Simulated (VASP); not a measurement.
**GdN: single point with PBE**

Crystal: GdN.

```
Gd N
1.0
     4.08155    0.00000    0.00000
    -2.04078    3.53473    0.00000
     0.00000    0.00000    5.01462
Gd N
2 2
Direct
  0.66667 0.33333 0.50000
  0.33333 0.66667 0.00000
  0.66667 0.33333 0.00000
  0.33333 0.66667 0.50000
```

The cell was built from a structure type or drawn by symmetry, and may not be a known phase.

```yaml
Program: VASP 6.6.1
Task: single point
Functional: PBE
Potentials_or_basis: VASP PAW PBE potentials, release 64 (Gd, N)
Cutoff: 520 eV
k_mesh: 6 × 6 × 4
Occupations: gaussian, width 0.1 eV
Spin: collinear spin, antiferromagnetic start
Starting_moments: "[7.48, -7.48, 0.0, 0.0] μB"
```

| Property | Result |
| --- | --- |
| Pressure | 0.1 GPa |
| Band gap on the k mesh | 0.76 eV (least direct gap 0.82 eV) |
| Net moment | 0.00 μB per cell |
| Site moments | Gd +6.77, -6.77; N +0.02, -0.02 μB |
| Valence electrons inside the program's atomic spheres | Gd 15.25; N 3.65 |

Levels at points of the mesh, in eV from the valence-band top:
Spin up:
| k point | band 21 | band 22 | band 23 | band 24 | band 25 | band 26 |
| --- | --- | --- | --- | --- | --- | --- |
| (0.00, 0.00, 0.00) | -1.70 | -0.74 | 0.00 | 1.52 | 2.14 | 2.14 |
| (0.50, 0.00, 0.00) | -0.83 | -0.65 | -0.46 | 1.98 | 2.02 | 2.14 |
| (0.00, 0.00, 0.50) | -2.12 | -2.12 | -1.92 | 2.06 | 2.34 | 2.34 |
| (0.50, 0.00, 0.50) | -1.58 | -0.93 | -0.78 | 2.27 | 2.27 | 2.29 |
Spin down:
| k point | band 21 | band 22 | band 23 | band 24 | band 25 | band 26 |
| --- | --- | --- | --- | --- | --- | --- |
| (0.00, 0.00, 0.00) | -1.70 | -0.74 | 0.00 | 1.52 | 2.14 | 2.14 |
| (0.50, 0.00, 0.00) | -0.83 | -0.65 | -0.46 | 1.98 | 2.02 | 2.14 |
| (0.00, 0.00, 0.50) | -2.12 | -2.12 | -1.92 | 2.06 | 2.34 | 2.34 |
| (0.50, 0.00, 0.50) | -1.58 | -0.93 | -0.78 | 2.27 | 2.27 | 2.29 |

Run time: 16 min on 1 thread of Intel(R) Xeon(R) Platinum 8259CL CPU @ 2.50GHz (Skylake/Cascade Lake) (shared host), peak memory 0.26 GiB.

Caveat: spin-orbit coupling is left out, which moves the levels of the heavy elements; semilocal functionals describe open f shells poorly, which spoils levels, moments and volumes. The state reached can hang on the start; a lower one may exist.
